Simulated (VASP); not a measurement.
# HC12 in VASP: a series of runs

Runs on HC12. Level: PBEsol. Tasks: single point.

All numbers are computed with VASP 6.6.1; they aren't measurements. Logs are shortened: lines on timing, memory, paths and dates and some standing lists are left out, and cuts for length are marked.

## Step 1: The cell of the first run

The cell holds a slab with vacuum, 13 atoms: a = 4.917 Å, b = 3.888 Å, c = 20.211 Å, α = 90.00°, β = 90.00°, γ = 80.90°.

## Step 2: Single point, PBEsol, collinear spin

File INCAR:

```
SYSTEM = HC12
PREC     = Accurate       ! precision mode
ENCUT    = 520            ! plane-wave cutoff, eV
EDIFF    = 1E-6           ! SCF threshold, eV
ISMEAR   = 0              ! smearing method
SIGMA    = 0.05           ! smearing width, eV
LREAL    = .False.        ! projectors in reciprocal space
LASPH    = .True.         ! aspherical terms in the spheres
NELM     = 150            ! most SCF steps
ALGO     = Normal         ! electronic algorithm
ISIF     = 2              ! what is computed and relaxed
LWAVE    = .False.        ! write WAVECAR
LCHARG   = .False.        ! write CHGCAR
ISPIN    = 2              ! spin polarisation
MAGMOM   = 0 0 0 0 0 0 0 0 0 0 0 0 1 ! initial moments
LORBIT   = 11             ! projections on sites
LDIPOL   = .True.       
IDIPOL   = 3            
DIPOL    = 0.5 0.5 0.328
GGA      = PS             ! functional
NBANDS   = 40             ! bands
```

File KPOINTS:

```
Automatic mesh
0
Gamma
  6 7 1
  0 0 0
```

File POSCAR:

```
HC12
1.0
    4.9173188109      0.0000000000      0.0000000000
    0.6146780514      3.8391258797      0.0000000000
    0.0000000000      0.0000000000     20.2108743161
C H
12 1
Direct
    0.3590054871      0.1281660241      0.1979132588
    0.8590054871      0.1281660241      0.1979132588
    0.1025532572      0.1794433159      0.2316595767
    0.6025532572      0.1794433159      0.2316595767
    0.0897848593      0.2819706941      0.2991343083
    0.5897848593      0.2819706941      0.2991343083
    0.3334002075      0.3331078549      0.3318096857
    0.8334002075      0.3331078549      0.3318096857
    0.3193211503      0.4460785665      0.4022878746
    0.8193211503      0.4460785665      0.4022878746
    0.0634071465      0.4935789343      0.4309993808
    0.5634071465      0.4935789343      0.4309993808
    0.4384071465      0.4935789343      0.4814236139
```

Potentials or basis: VASP PAW PBE potentials, release 64 (C, H).

On the command line:

```bash
> cat potpaw_PBE.64/C/POTCAR potpaw_PBE.64/H/POTCAR > POTCAR
> mpirun -np 1 vasp_std > vasp.out
```

OUTCAR:

```text
SYSTEM = HC12
   PREC = Accurate
   ENCUT = 520
   EDIFF = 1E-6
   ISMEAR = 0
   LREAL = .False.
   LASPH = .True.
   NELM = 150
   ISIF = 2
   ISPIN = 2
   LORBIT = 11
   GGA = PS

 ion  position               nearest neighbor table
   1  0.359  0.128  0.198-   4 1.42   3 1.42
   2  0.859  0.128  0.198-   3 1.42   4 1.42
   3  0.103  0.179  0.232-   2 1.42   5 1.42   1 1.42
   4  0.603  0.179  0.232-   1 1.42   6 1.42   2 1.42
   5  0.090  0.282  0.299-   8 1.41   7 1.41   3 1.42
   6  0.590  0.282  0.299-   7 1.41   8 1.41   4 1.42
   7  0.333  0.333  0.332-   6 1.41   5 1.41   9 1.49
   8  0.833  0.333  0.332-   5 1.41   6 1.41  10 1.49
   9  0.319  0.446  0.402-  11 1.37  12 1.37   7 1.49
  10  0.819  0.446  0.402-  12 1.37  11 1.37   8 1.49
  11  0.063  0.494  0.431-   9 1.37  10 1.37
  12  0.563  0.494  0.431-  13 1.19  10 1.37   9 1.37
  13  0.438  0.494  0.481-  12 1.19

  LATTYP: Found a simple monoclinic cell.
 ALAT       =     3.8880221999
 B/A-ratio  =     5.1982404618
 C/A-ratio  =     1.2647352711
 COS(beta)  =    -0.1580953039

  Lattice vectors:

 A1 = (   0.6146780514,   3.8391258797,   0.0000000000)
 A2 = (   0.0000000000,   0.0000000000, -20.2108743161)
 A3 = (  -4.9173188109,   0.0000000000,   0.0000000000)

Analysis of symmetry for initial positions (statically):
=====================================================================
 Subroutine PRICEL returns:
 Original cell was already a primitive cell.

 Routine SETGRP: Setting up the symmetry group for a
 simple monoclinic supercell.

 Subroutine GETGRP returns: Found  1 space group operations
 (whereof  1 operations were pure point group operations)
 out of a pool of  4 trial point group operations.

The static configuration has the point symmetry C_1 .

Analysis of symmetry for dynamics (positions and initial velocities):
=====================================================================
 Subroutine PRICEL returns:
 Original cell was already a primitive cell.

 Routine SETGRP: Setting up the symmetry group for a
 simple monoclinic supercell.

 Subroutine GETGRP returns: Found  1 space group operations
 (whereof  1 operations were pure point group operations)
 out of a pool of  4 trial point group operations.

The dynamic configuration has the point symmetry C_1 .

Analysis of structural, dynamic, and magnetic symmetry:
=====================================================================
 Subroutine PRICEL returns:
 Original cell was already a primitive cell.

 Routine SETGRP: Setting up the symmetry group for a
 simple monoclinic supercell.

 Subroutine GETGRP returns: Found  1 space group operations
 (whereof  1 operations were pure point group operations)
 out of a pool of  4 trial point group operations.

The overall configuration has the point symmetry C_1 .

 Subroutine INISYM returns: Found  1 space group operations
 (whereof  1 operations are pure point group operations),
 and found     1 'primitive' translations

----------------------------------------------------------------------------------------

                                     Primitive cell

  volume of cell :     381.5450

  direct lattice vectors                    reciprocal lattice vectors
     4.917318811  0.000000000  0.000000000     0.203362857 -0.032560194  0.000000000
     0.614678051  3.839125880  0.000000000     0.000000000  0.260475960  0.000000000
     0.000000000  0.000000000 20.210874316     0.000000000  0.000000000  0.049478315

  length of vectors
     4.917318811  3.888022200 20.210874316     0.205952950  0.260475960  0.049478315

  position of ions in fractional coordinates (direct lattice)
     0.359005487  0.128166024  0.197913259
     0.859005487  0.128166024  0.197913259
     0.102553257  0.179443316  0.231659577
     0.602553257  0.179443316  0.231659577
     0.089784859  0.281970694  0.299134308
     0.589784859  0.281970694  0.299134308
     0.333400207  0.333107855  0.331809686
     0.833400207  0.333107855  0.331809686
     0.319321150  0.446078566  0.402287875
     0.819321150  0.446078566  0.402287875
     0.063407146  0.493578934  0.430999381
     0.563407146  0.493578934  0.430999381
     0.438407146  0.493578934  0.481423614
[... 69 lines left out ...]
   total plane-waves  NPLWV = 180000
   dimension x,y,z NGX =    40 NGY =   30 NGZ =  150
   dimension x,y,z NGXF=    80 NGYF=   60 NGZF=  300
   ions per type =              12   1
   NGX,Y,Z   is equivalent  to a cutoff of  13.52, 12.83, 12.34 a.u.
   NGXF,Y,Z  is equivalent  to a cutoff of  27.05, 25.66, 24.68 a.u.
 SYSTEM =  HC12
   PREC   = accura    normal or accurate (medium, high low for compatibility)
   ISTART =      0    job   : 0-new  1-cont  2-samecut
   ICHARG =      2    charge: 1-file 2-atom 10-const
   ISPIN  =      2    spin polarized calculation?
   LNONCOLLINEAR =      F non collinear calculations
   LSORBIT =      F    spin-orbit coupling
   LASPH  =      T    aspherical Exc in radial PAW
   ENCUT  =  520.0 eV  38.22 Ry    6.18 a.u.   9.14  7.23 37.58*2*pi/ulx,y,z
   NELM   =    150;   NELMIN=  2; NELMDL= -5     # of ELM steps
   EDIFF  = 0.1E-05   stopping-criterion for ELM
   LREAL  =      F    real-space projection
   EDIFFG = 0.1E-04   stopping-criterion for IOM
   NSW    =      0    number of steps for IOM
   IBRION =     -1    ionic relax: 0-MD 1-quasi-New 2-CG
   NFREE  =      0    steps in history (QN), initial steepest desc. (CG)
   ISIF   =      2    stress and relaxation
   ISYM   =      2    0-nonsym 1-usesym 2-fastsym
   POTIM  = 0.5000    time-step for ionic-motion
   TEBEG  =    0.0;   TEEND  =   0.0 temperature during run
   PSTRESS=    0.0 pullay stress
   NELECT =      49.0000    total number of electrons
   NUPDOWN=      -1.0000    fix difference up-down
   EMIN   =  10.00;   EMAX   =-10.00  energy-range for DOS
   EFERMI =   0.00;   METHOD = LEGACY
   ISMEAR =     0;   SIGMA  =   0.05  broadening in eV -4-tet -1-fermi 0-gaus
   EFERMI_NEDOS =   21; number of points for ismear=-14 and -15
   IALGO  =     38    algorithm
   IMIX   =      4    mixing-type and parameters
     AMIX     =   0.40;   BMIX     =  1.00
     AMIX_MAG =   1.60;   BMIX_MAG =  1.00
  volume/ion in A,a.u.               =      29.35       198.06
  Fermi-wavevector in a.u.,A,eV,Ry     =   0.825959  1.560835  9.281997  0.682208
  Thomas-Fermi vector in A             =   1.937907
   LORBIT       =     11    0 simple, 1 ext, 2 COOP (PROOUT), +10 PAW based schemes
   GGA     = PS    functional components
   LHFCALC =     F    Hartree Fock is set to
   AEXX    =    0.0000 exact exchange contribution
   IVDW    =     0    specifies the selected vdW correction
   LEPSILON=     F    determine dielectric tensor
   LRPA    =     F    only Hartree local field effects (RPA)
 spin polarized calculation
 Gauss-broadening in eV      SIGMA  =   0.05
  energy-cutoff  :      520.00
  volume of cell :      381.55
 maximum number of plane-waves:     10303
 NGX is ok and might be reduce to    40
   NGX = 19   NGY = 15   NGZ = 75

 dipolmoment           0.000000      0.000000      0.196502 electrons x Angstroem

 number of electron      48.9999997 magnetization       0.3569549

 dipolmoment           0.000000      0.000000     -0.147821 electrons x Angstroem

 Free energy of the ion-electron system (eV)
  ---------------------------------------------------
  ext. energy  EPLUGINS =         0.00000000
  ---------------------------------------------------
  free energy    TOTEN  =      -107.73594111 eV

  energy without entropy =     -107.72520265  energy(sigma->0) =     -107.73057188

 E-fermi :  -2.7242     XC(G=0):  -3.7939

 val. band max:       -2.7295458537   @ k =   0.3333   0.2857   0.0000
 cond. band min:      -2.7144994668   @ k =   0.5000   0.2857   0.0000
 fundamental gap:      0.0150463869
 Fermi energy:        -2.7241905170

 spin component 1

 k-point     1 :       0.0000    0.0000    0.0000
  band No.  band energies     occupation
      1     -21.6414      1.00000
      2     -20.1042      1.00000
      3     -17.7317      1.00000
      4     -17.4116      1.00000
      5     -17.3543      1.00000
      6     -16.0354      1.00000
[... 847 lines left out ...]
     35       5.2593      0.00000
     36       5.6362      0.00000
 Fermi energy:        -2.7241905170

 spin component 2

 k-point     1 :       0.0000    0.0000    0.0000
  band No.  band energies     occupation
      1     -21.5958      1.00000
      2     -20.0322      1.00000
      3     -17.7632      1.00000
      4     -17.3985      1.00000
      5     -17.2647      1.00000
      6     -15.8477      1.00000
[... 847 lines left out ...]
     35       5.2611      0.00000
     36       5.5699      0.00000
 [bands above 36 left out]

------------------------ aborting loop because EDIFF is reached ----------------------------------------

 vacuum level on the upper side and lower side of the slab       (xc-potential included)        -0.648         0.727

  FORCE on cell =-STRESS in cart. coord.  units (eV):
  Direction    XX          YY          ZZ          XY          YZ          ZX
  --------------------------------------------------------------------------------------
  -------------------------------------------------------------------------------------
  Total        0.5476280     -0.2588834      2.8817459      0.2985139      0.9639022      4.6345801
  in kB        2.2995898     -1.0870987     12.1009774      1.2535143      4.0476014     19.4614483
  external PRESSURE =       4.4378229 kB  Pullay stress =       0.0000000 kB

 VOLUME and BASIS-vectors are now :
 -----------------------------------------------------------------------------
  energy-cutoff  :      520.00
  volume of cell :      381.55
      direct lattice vectors                 reciprocal lattice vectors
     4.917318811  0.000000000  0.000000000     0.203362857 -0.032560194  0.000000000
     0.614678051  3.839125880  0.000000000     0.000000000  0.260475960  0.000000000
     0.000000000  0.000000000 20.210874316     0.000000000  0.000000000  0.049478315

 POSITION                                       TOTAL-FORCE (eV/Angst)
 -----------------------------------------------------------------------------------
      1.84413      0.49205      4.00000        -0.019977      0.698160      2.466810
      4.30278      0.49205      4.00000        -0.018088      0.161756      0.774520
      0.61459      0.68891      4.68204        -0.335449     -0.803249     -2.833883
      3.07325      0.68891      4.68204         0.331303     -0.878873     -3.056597
      0.61482      1.08252      6.04577         0.358998      0.240942      0.787427
      3.07348      1.08252      6.04577        -0.295080      0.323704      1.153519
      1.84419      1.27884      6.70616        -0.573080      0.392026      0.797552
      4.30285      1.27884      6.70616         0.061113      0.413298      0.875644
      1.84440      1.71255      8.13059        -0.286588     -0.716628     -4.120777
      4.30306      1.71255      8.13059         0.380333     -0.351496     -1.044221
      0.61519      1.89491      8.71087         0.010719     -0.080791      0.380471
      3.07384      1.89491      8.71087        -3.182441     -0.126232      3.784548
      2.45918      1.89491      9.72999         3.568238      0.727383      0.034985
 -----------------------------------------------------------------------------------
    total drift:                                0.000010     -0.000200      0.000342

  FREE ENERGIE OF THE ION-ELECTRON SYSTEM (eV)
  ---------------------------------------------------
  free  energy   TOTEN  =      -107.7359411141 eV

  energy  without entropy=     -107.7252026541  energy(sigma->0) =     -107.73057188

 vacuum level on the upper side and lower side of the slab         2.158         3.533

 total charge

# of ion       s       p       d       tot
------------------------------------------
    1        0.890   1.524   0.000   2.414
    2        0.897   1.541   0.000   2.438
    3        0.863   1.775   0.000   2.638
    4        0.864   1.773   0.000   2.637
    5        0.867   1.789   0.000   2.657
    6        0.870   1.783   0.000   2.653
    7        0.864   1.755   0.000   2.619
    8        0.859   1.756   0.000   2.615
    9        0.876   1.791   0.000   2.667
   10        0.861   1.788   0.000   2.650
   11        0.887   1.647   0.000   2.534
   12        0.862   1.769   0.000   2.631
   13        0.542   0.037   0.000   0.579
--------------------------------------------------
tot         11.001  20.729   0.000  31.730

 magnetization (x)

# of ion       s       p       d       tot
------------------------------------------
    1       -0.078  -0.398   0.000  -0.476
    2       -0.000  -0.005   0.000  -0.006
    3       -0.003   0.006   0.000   0.003
    4       -0.003   0.010   0.000   0.007
    5       -0.007  -0.042   0.000  -0.048
    6       -0.006  -0.026   0.000  -0.032
    7        0.007   0.070   0.000   0.077
    8        0.006   0.052   0.000   0.058
    9       -0.001  -0.018   0.000  -0.019
   10       -0.002  -0.027   0.000  -0.028
   11        0.055   0.448   0.000   0.502
   12        0.014   0.117   0.000   0.131
   13       -0.003   0.001   0.000  -0.002
--------------------------------------------------
tot         -0.021   0.188   0.000   0.167
```

Wall time 25 min (1 thread of Oxide Virtual Turin-like, shared host); peak memory 0.77 GiB.

What came out:

* Free energy: -107.7359 eV
* Largest force: 4.946 eV/Å
* Net moment: 0.36 μB per cell
* Site moments: C -0.48, -0.01, +0.00, +0.01, -0.05, -0.03, +0.08, +0.06, -0.02, +0.50, +0.13 (each value once); H -0.00 μB
* Valence electrons inside the program's atomic spheres: C 2.41, 2.44, 2.64, 2.66, 2.65, 2.62, 2.67, 2.53, 2.63 (each value once); H 0.58

Forces in eV/Å, atoms in the order of the input:
```
C   -0.020  0.698  2.467
C   -0.018  0.162  0.775
C   -0.335 -0.803 -2.834
C    0.331 -0.879 -3.057
C    0.359  0.241  0.787
C   -0.295  0.324  1.154
C   -0.573  0.392  0.798
C    0.061  0.413  0.876
C   -0.287 -0.717 -4.121
C    0.380 -0.351 -1.044
C    0.011 -0.081  0.380
C   -3.182 -0.126  3.785
H    3.568  0.727  0.035
```

Caveat: the PAW data sets were made with another functional, which shifts forces and pressure a little.

[end of part 1 of 2]
